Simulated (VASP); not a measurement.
# InAs (F-43m) in VASP: further runs

Aim: see how the results for InAs move with the level of theory and the settings. Levels: PBE-based screened hybrid, PBE. Tasks: single point.

All numbers are computed with VASP 6.6.1; they aren't measurements. Logs are shortened: lines on timing, memory, paths and dates and some standing lists are left out, and cuts for length are marked.

## 1. The cell of the first run

It takes space group F-43m (No. 216, cubic). The conventional cell has a = 6.036 Å, b = 6.036 Å, c = 6.036 Å, α = 90.00°, β = 90.00°, γ = 90.00°. Within 3.4 Å of In (site symmetry -43m) lie 4 As at 2.61 Å. Within 3.4 Å of As (site symmetry -43m) lie 4 In at 2.61 Å.

## 2. Single point, PBE-based screened hybrid

Contents of POSCAR:

```
InAs
1.0
    0.0000000000      3.0180000000      3.0180000000
    3.0180000000      0.0000000000      3.0180000000
    3.0180000000      3.0180000000      0.0000000000
In As
1 1
Direct
    0.0000000000      0.0000000000      0.0000000000
    0.7500000000      0.7500000000      0.7500000000
```

Contents of INCAR.step1:

```
SYSTEM = InAs
PREC = Accurate
ENCUT = 520
EDIFF = 1E-5
ISMEAR = -1
SIGMA = 0.05
LREAL = .False.
LASPH = .True.
NELM = 80
ALGO = Normal
ISIF = 2
LWAVE = .True.
LCHARG = .False.
GGA = PE
NBANDS = 16
```

Contents of INCAR.step2:

```
SYSTEM = InAs
PREC = Accurate
ENCUT = 520
EDIFF = 1E-6
ISMEAR = -1
SIGMA = 0.05
LREAL = .False.
LASPH = .True.
NELM = 80
ALGO = Normal
ISIF = 2
LWAVE = .False.
LCHARG = .False.
GGA = PE
LHFCALC = .True.
AEXX = 0.25
HFSCREEN = 0.2
PRECFOCK = Normal
ISTART = 1
NBANDS = 16
```

Contents of KPOINTS:

```
regular mesh
0
Gamma
  4 4 4
  0 0 0
```

Potentials or basis: VASP PAW PBE potentials, release 64 (In_d, As).

The run is started by

```bash
cat potpaw_PBE.64/In_d/POTCAR potpaw_PBE.64/As/POTCAR > POTCAR
cp INCAR.step1 INCAR
mpirun -np 1 vasp_std > vasp.out
cp INCAR.step2 INCAR
mpirun -np 1 vasp_std > vasp.out
```

OUTCAR:

```text
SYSTEM = InAs
   PREC = Accurate
   ENCUT = 520
   EDIFF = 1E-6
   ISMEAR = -1
   LREAL = .False.
   LASPH = .True.
   NELM = 80
   ISIF = 2
   GGA = PE
   LHFCALC = .True.
   AEXX = 0.25
   HFSCREEN = 0.2
   PRECFOCK = Normal
   ISTART = 1

 ion  position               nearest neighbor table
   1  0.000  0.000  0.000-   2 2.61   2 2.61   2 2.61   2 2.61
   2  0.750  0.750  0.750-   1 2.61   1 2.61   1 2.61   1 2.61

  LATTYP: Found a face centered cubic cell.
 ALAT       =     6.0360000000

  Lattice vectors:

 A1 = (   0.0000000000,   3.0180000000,   3.0180000000)
 A2 = (   3.0180000000,   0.0000000000,   3.0180000000)
 A3 = (   3.0180000000,   3.0180000000,   0.0000000000)

Analysis of symmetry for initial positions (statically):
=====================================================================
 Subroutine PRICEL returns:
 Original cell was already a primitive cell.

 Routine SETGRP: Setting up the symmetry group for a
 face centered cubic supercell.

 Subroutine GETGRP returns: Found 24 space group operations
 (whereof 24 operations were pure point group operations)
 out of a pool of 48 trial point group operations.

The static configuration has the point symmetry T_d .

Analysis of symmetry for dynamics (positions and initial velocities):
=====================================================================
 Subroutine PRICEL returns:
 Original cell was already a primitive cell.

 Routine SETGRP: Setting up the symmetry group for a
 face centered cubic supercell.

 Subroutine GETGRP returns: Found 24 space group operations
 (whereof 24 operations were pure point group operations)
 out of a pool of 48 trial point group operations.

The dynamic configuration has the point symmetry T_d .

 Subroutine INISYM returns: Found 24 space group operations
 (whereof 24 operations are pure point group operations),
 and found     1 'primitive' translations

----------------------------------------------------------------------------------------

                                     Primitive cell

  volume of cell :      54.9778

  direct lattice vectors                    reciprocal lattice vectors
     0.000000000  3.018000000  3.018000000    -0.165672631  0.165672631  0.165672631
     3.018000000  0.000000000  3.018000000     0.165672631 -0.165672631  0.165672631
     3.018000000  3.018000000  0.000000000     0.165672631  0.165672631 -0.165672631

  length of vectors
     4.268096531  4.268096531  4.268096531     0.286953414  0.286953414  0.286953414

  position of ions in fractional coordinates (direct lattice)
     0.000000000  0.000000000  0.000000000
     0.750000000  0.750000000  0.750000000

  ion indices of the primitive-cell ions
   primitive index   ion index
                 1           1
                 2           2

----------------------------------------------------------------------------------------

 KPOINTS: regular mesh

Automatic generation of k-mesh.
 Grid dimensions read from file:
 generate k-points for:    4    4    4

 Generating k-lattice:

  Cartesian coordinates                     Fractional coordinates (reciprocal lattice)
    -0.041418158  0.041418158  0.041418158     0.250000000  0.000000000  0.000000000
     0.041418158 -0.041418158  0.041418158     0.000000000  0.250000000  0.000000000
     0.041418158  0.041418158 -0.041418158     0.000000000  0.000000000  0.250000000

  Length of vectors
     0.071738354  0.071738354  0.071738354

  Shift w.r.t. Gamma in fractional coordinates (k-lattice)
     0.000000000  0.000000000  0.000000000

 Subroutine IBZKPT returns following result:
 ===========================================

 Found      8 irreducible k-points:

 Following reciprocal coordinates:
            Coordinates               Weight
  0.000000  0.000000  0.000000      1.000000
  0.250000  0.000000  0.000000      8.000000
  0.500000  0.000000  0.000000      4.000000
  0.250000  0.250000  0.000000      6.000000
  0.500000  0.250000  0.000000     24.000000
 -0.250000  0.250000  0.000000     12.000000
  0.500000  0.500000  0.000000      3.000000
 -0.250000  0.500000  0.250000      6.000000
   k-points           NKPTS =      8   k-points in BZ     NKDIM =     64   number of bands    NBANDS=     16
   number of dos      NEDOS =    301   number of ions     NIONS =      2
   total plane-waves  NPLWV =  32768
   dimension x,y,z NGX =    32 NGY =   32 NGZ =   32
   dimension x,y,z NGXF=    64 NGYF=   64 NGZF=   64
   ions per type =               1   1
   NGX,Y,Z   is equivalent  to a cutoff of  12.46, 12.46, 12.46 a.u.
   NGXF,Y,Z  is equivalent  to a cutoff of  24.93, 24.93, 24.93 a.u.
 SYSTEM =  InAs
   PREC   = accura    normal or accurate (medium, high low for compatibility)
   ISTART =      1    job   : 0-new  1-cont  2-samecut
   ICHARG =      0    charge: 1-file 2-atom 10-const
   ISPIN  =      1    spin polarized calculation?
   LNONCOLLINEAR =      F non collinear calculations
   LSORBIT =      F    spin-orbit coupling
   LASPH  =      T    aspherical Exc in radial PAW
   ENCUT  =  520.0 eV  38.22 Ry    6.18 a.u.   7.94  7.94  7.94*2*pi/ulx,y,z
   NELM   =     80;   NELMIN=  2; NELMDL=  0     # of ELM steps
   EDIFF  = 0.1E-05   stopping-criterion for ELM
   LREAL  =      F    real-space projection
   EDIFFG = 0.1E-04   stopping-criterion for IOM
   NSW    =      0    number of steps for IOM
   IBRION =     -1    ionic relax: 0-MD 1-quasi-New 2-CG
   NFREE  =      0    steps in history (QN), initial steepest desc. (CG)
   ISIF   =      2    stress and relaxation
   ISYM   =      3    0-nonsym 1-usesym 2-fastsym
   POTIM  = 0.5000    time-step for ionic-motion
   TEBEG  =    0.0;   TEEND  =   0.0 temperature during run
   PSTRESS=    0.0 pullay stress
   NELECT =      18.0000    total number of electrons
   NUPDOWN=      -1.0000    fix difference up-down
   EMIN   =  10.00;   EMAX   =-10.00  energy-range for DOS
   EFERMI =   0.00;   METHOD = LEGACY
   ISMEAR =    -1;   SIGMA  =   0.05  broadening in eV -4-tet -1-fermi 0-gaus
   EFERMI_NEDOS =   21; number of points for ismear=-14 and -15
   IALGO  =     38    algorithm
   IMIX   =      1    mixing-type and parameters
     AMIX     =   0.40;   BMIX     =  1.00
     AMIX_MAG =   1.60;   BMIX_MAG =  1.00
  volume/ion in A,a.u.               =      27.49       185.50
  Fermi-wavevector in a.u.,A,eV,Ry     =   1.128331  2.132236 17.321990  1.273130
  Thomas-Fermi vector in A             =   2.265020
   LORBIT       =      0    0 simple, 1 ext, 2 COOP (PROOUT), +10 PAW based schemes
   GGA     = PE    functional components
   LHFCALC =     T    Hartree Fock is set to
   PRECFOCK=normal    Normal, Fast or Accurate (Low or Medium for compatibility)
   ENCUT4O =  -1.0   cutoff for four orbital integrals eV
   NKREDX  =     1    reduce k-point grid by
   NKREDY  =     1    reduce k-point grid by
   NKREDZ  =     1    reduce k-point grid by
   AEXX    =    0.2500 exact exchange contribution
   HFSCREEN=    0.2000 screening length (either q_TF or 0.3 A-1)
   HFSCREENC=   0.2000 screening length for correlation (either q_TF or 0.3 A-1)
   ENCUTFOCK=  -1.0 apply spherical cutoff to Coloumb kernel
   IVDW    =     0    specifies the selected vdW correction
   LEPSILON=     F    determine dielectric tensor
   LRPA    =     F    only Hartree local field effects (RPA)
 non-spin polarized calculation
  energy-cutoff  :      520.00
  volume of cell :       54.98
 maximum number of plane-waves:      1480
  NGX = 24; NGY = 24; NGZ = 24

 number of electron      17.9999991 magnetization

 Free energy of the ion-electron system (eV)
  ---------------------------------------------------
  ext. energy  EPLUGINS =         0.00000000
  ---------------------------------------------------
  free energy    TOTEN  =        -9.12568397 eV

  energy without entropy =       -9.12561244  energy(sigma->0) =       -9.12564820

 E-fermi :   4.5015     XC(G=0):  -7.5712

 val. band max:        4.1582602253   @ k =   0.0000   0.0000   0.0000
 cond. band min:       4.7896947995   @ k =   0.0000   0.0000   0.0000
 fundamental gap:      0.6314345743
 Fermi energy:         4.5014951280

 k-point     1 :       0.0000    0.0000    0.0000
  band No.  band energies     occupation
      1     -12.0064      2.00000
      2     -12.0064      2.00000
      3     -12.0064      2.00000
      4     -11.8714      2.00000
      5     -11.8714      2.00000
      6      -8.8959      2.00000
[... 8 lines left out ...]
     15      14.7997      0.00000
     16      14.7997      0.00000

 k-point     2 :       0.2500    0.0000    0.0000
  band No.  band energies     occupation
      1     -12.0654      2.00000
      2     -11.9874      2.00000
      3     -11.9874      2.00000
      4     -11.8704      2.00000
      5     -11.8704      2.00000
      6      -8.2319      2.00000
[... 8 lines left out ...]
     15      13.6182      0.00000
     16      13.6182      0.00000

 k-point     3 :       0.5000    0.0000    0.0000
  band No.  band energies     occupation
      1     -12.1193      2.00000
      2     -11.9734      2.00000
      3     -11.9734      2.00000
      4     -11.8641      2.00000
      5     -11.8640      2.00000
      6      -7.2649      2.00000
[... 8 lines left out ...]
     15      16.0266      0.00000
     16      16.0266      0.00000

 k-point     4 :       0.2500    0.2500    0.0000
  band No.  band energies     occupation
      1     -12.1011      2.00000
      2     -11.9655      2.00000
      3     -11.9655      2.00000
      4     -11.8889      2.00000
      5     -11.8604      2.00000
      6      -8.0103      2.00000
[... 8 lines left out ...]
     15      15.5015      0.00000
     16      16.3508      0.00000

 k-point     5 :       0.5000    0.2500    0.0000
  band No.  band energies     occupation
      1     -12.1432      2.00000
      2     -11.9546      2.00000
      3     -11.9464      2.00000
      4     -11.8873      2.00000
      5     -11.8587      2.00000
      6      -7.0082      2.00000
[... 8 lines left out ...]
     15      16.2878      0.00000
     16      16.7696      0.00000

 k-point     6 :      -0.2500    0.2500    0.0000
  band No.  band energies     occupation
      1     -12.1176      2.00000
      2     -11.9665      2.00000
      3     -11.9640      2.00000
      4     -11.8736      2.00000
      5     -11.8694      2.00000
      6      -7.3622      2.00000
[... 8 lines left out ...]
     15      15.0548      0.00000
     16      16.8676      0.00000

 k-point     7 :       0.5000    0.5000    0.0000
  band No.  band energies     occupation
      1     -12.1794      2.00000
      2     -11.9229      2.00000
      3     -11.9229      2.00000
      4     -11.9099      2.00000
      5     -11.8493      2.00000
      6      -6.6516      2.00000
[... 8 lines left out ...]
     15      16.7391      0.00000
     16      17.4661      0.00000

 k-point     8 :      -0.2500    0.5000    0.2500
  band No.  band energies     occupation
      1     -12.1554      2.00000
      2     -11.9545      2.00000
      3     -11.9296      2.00000
      4     -11.8876      2.00000
      5     -11.8634      2.00000
      6      -6.5968      2.00000
[... 8 lines left out ...]
     15      17.0266      0.00000
     16      17.0348      0.00000

------------------------ aborting loop because EDIFF is reached ----------------------------------------

  FORCE on cell =-STRESS in cart. coord.  units (eV):
  Direction    XX          YY          ZZ          XY          YZ          ZX
  --------------------------------------------------------------------------------------
  -------------------------------------------------------------------------------------
  Total        0.7500546      0.7500546      0.7500546     -0.0000000     -0.0000000     -0.0000000
  in kB       21.8582700     21.8582700     21.8582700     -0.0000000     -0.0000000     -0.0000000
  external PRESSURE =      21.8582700 kB  Pullay stress =       0.0000000 kB

 VOLUME and BASIS-vectors are now :
 -----------------------------------------------------------------------------
  energy-cutoff  :      520.00
  volume of cell :       54.98
      direct lattice vectors                 reciprocal lattice vectors
     0.000000000  3.018000000  3.018000000    -0.165672631  0.165672631  0.165672631
     3.018000000  0.000000000  3.018000000     0.165672631 -0.165672631  0.165672631
     3.018000000  3.018000000  0.000000000     0.165672631  0.165672631 -0.165672631

 POSITION                                       TOTAL-FORCE (eV/Angst)
 -----------------------------------------------------------------------------------
      0.00000      0.00000      0.00000         0.000000      0.000000      0.000000
      4.52700      4.52700      4.52700        -0.000000      0.000000     -0.000000
 -----------------------------------------------------------------------------------
    total drift:                               -0.000031     -0.000042     -0.000028

  FREE ENERGIE OF THE ION-ELECTRON SYSTEM (eV)
  ---------------------------------------------------
  free  energy   TOTEN  =        -9.1256839657 eV

  energy  without entropy=       -9.1256124394  energy(sigma->0) =       -9.12564820
```

It took 6.1 min on 1 thread of Intel Xeon Platinum 8375C at 2.90GHz (Ice Lake), shared host; peak memory 0.29 GiB.

Results:

| Property | Result |
| --- | --- |
| Free energy | -9.1257 eV |
| Pressure | 2.2 GPa |
| Band gap on the k mesh | 0.63 eV, direct |

Levels at points of the mesh, in eV from the valence-band top:
```
           k point  band 5  band 6  band 7  band 8  band 9  band 10  band 11  band 12  band 13  band 14
(0.00, 0.00, 0.00)  -16.03  -13.05    0.00    0.00    0.00     0.63     4.70     4.70     4.70     8.52
(0.50, 0.00, 0.00)  -16.02  -11.42   -6.28   -1.08   -1.08     1.71     5.48     5.48     7.75    10.18
(0.50, 0.50, 0.00)  -16.01  -10.81   -6.34   -2.54   -2.54     2.14     2.76    10.39    10.56    10.56
```

Caveat: the k points lie up to 0.45 Å⁻¹ apart; the PAW data sets were made with another functional, which shifts forces and pressure a little; spin-orbit coupling is left out, which moves the levels of the heavy elements.

## 3. Single point, PBE

Contents of INCAR:

```
SYSTEM = InAs
PREC = Accurate
ENCUT = 520
EDIFF = 1E-6
ISMEAR = -1
SIGMA = 0.04
LREAL = .False.
LASPH = .True.
NELM = 60
ALGO = Normal
ISIF = 2
LWAVE = .False.
LCHARG = .True.
GGA = PE
LELF = .True.
LVHAR = .True.
NBANDS = 16
```

Contents of KPOINTS:

```
regular mesh
0
Gamma
  5 5 5
  0 0 0
```

POSCAR is that of step 2.

Potentials or basis: VASP PAW PBE potentials, release 64 (In_d, As).

The run is started by

```bash
cat potpaw_PBE.64/In_d/POTCAR potpaw_PBE.64/As/POTCAR > POTCAR
mpirun -np 1 vasp_std > vasp.out
```

It took 5.8 s on 1 thread of Intel Xeon 6975P-C (Granite Rapids), shared host; peak memory 0.17 GiB.

The run converged. Its results:

```yaml
Free_energy: -7.6170 eV
Pressure: 4.5 GPa
Band_gap_on_the_k_mesh: zero (filled and empty bands touch)
```

Levels at points of the mesh, in eV from the Fermi level:
| k point | band 5 | band 6 | band 7 | band 8 | band 9 | band 10 | band 11 | band 12 | band 13 | band 14 |
| --- | --- | --- | --- | --- | --- | --- | --- | --- | --- | --- |
| (0.00, 0.00, 0.00) | -14.32 | -11.92 | -0.20 | -0.03 | -0.03 | -0.03 | 3.87 | 3.87 | 3.87 | 7.50 |

Caveat: the k points lie up to 0.36 Å⁻¹ apart; spin-orbit coupling is left out, which moves the levels of the heavy elements.
